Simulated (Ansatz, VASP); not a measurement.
## One calculation of KTaO3, two programs

INCAR

```
SYSTEM = KTaO3
PREC = Accurate
ENCUT = 520
EDIFF = 1E-8
ISMEAR = -1
SIGMA = 0.01
LREAL = .FALSE.
LASPH = .TRUE.
NELM = 100
ALGO = Normal
ISIF = 2
LWAVE = .FALSE.
LCHARG = .FALSE.
LEFG = .TRUE.
NBANDS = 27
```

The input KPOINTS:

```
Automatic mesh
0
G
  5 5 5
  0 0 0
```

POSCAR

```
KTaO3
1.0
    3.9883000000      0.0000000000      0.0000000000
    0.0000000000      3.9883000000      0.0000000000
    0.0000000000      0.0000000000      3.9484170000
K Ta O
1 1 3
Direct
    0.5000000000      0.5000000000      0.5000000000
    0.0000000000      0.0000000000      0.0000000000
    0.5000000000      0.0000000000      0.0000000000
    0.0000000000      0.5000000000      0.0000000000
    0.0000000000      0.0000000000      0.5000000000
```

Input for Ansatz:

```yaml
crystal:
  lattice:
    - [3.9883, 0.0, 0.0]
    - [0.0, 3.9883, 0.0]
    - [0.0, 0.0, 3.948417]
  atoms:
    - { symbol: K, position: [0.5, 0.5, 0.5] }
    - { symbol: Ta, position: [0.0, 0.0, 0.0] }
    - { symbol: O, position: [0.5, 0.0, 0.0] }
    - { symbol: O, position: [0.0, 0.5, 0.0] }
    - { symbol: O, position: [0.0, 0.0, 0.5] }
kpoints:
  mp_grid: { grid: [5, 5, 5] }
scf:
  occupations: { method: fermi_dirac, width: 0.01 }
hamiltonian:
  xc: lda
  pseudopotentials: { kind: all_electron, datasets: crystal }
output:
  forces: true
  stress: true
  eigenvalues: true
  efg: { contact_densities: true }
```

Change from the starting cell: zz strain of -1 %, crystal datasets.

Alike in both runs: task electric field gradients; functional LDA; k mesh 5 × 5 × 5; occupations fermi-dirac, width 0.01 eV; no spin polarisation.

|  | VASP | Ansatz |
| --- | --- | --- |
| version | VASP 6.6.1 | Ansatz 0.2.0 |
| potentials or method | VASP PAW LDA potentials, release 64 (K_sv, Ta_pv, O), cutoff 520 eV | all-electron PAW with datasets made for the crystal, scalar-relativistic |

|  | VASP | Ansatz | Ansatz less VASP |
| --- | --- | --- | --- |
| gap on the k mesh at the Fermi level (eV) | 2.14 | 2.20 | +0.057 |
| pressure (GPa) | -2.4 | -3.5 | -1.17 |
| traceless stress, the component that is largest in VASP (GPa) | 2.64 | 2.58 | -0.066 |
| size of Vzz on the site where it differs most (V/Å²) | 57.7 | 55.1 | -2.54 |

LDA's correlation is that of Perdew and Zunger in VASP and of Perdew and Wang (1992) in Ansatz. Ansatz ran all-electron here, and VASP with PAW potentials.

Spin-orbit coupling is off throughout.
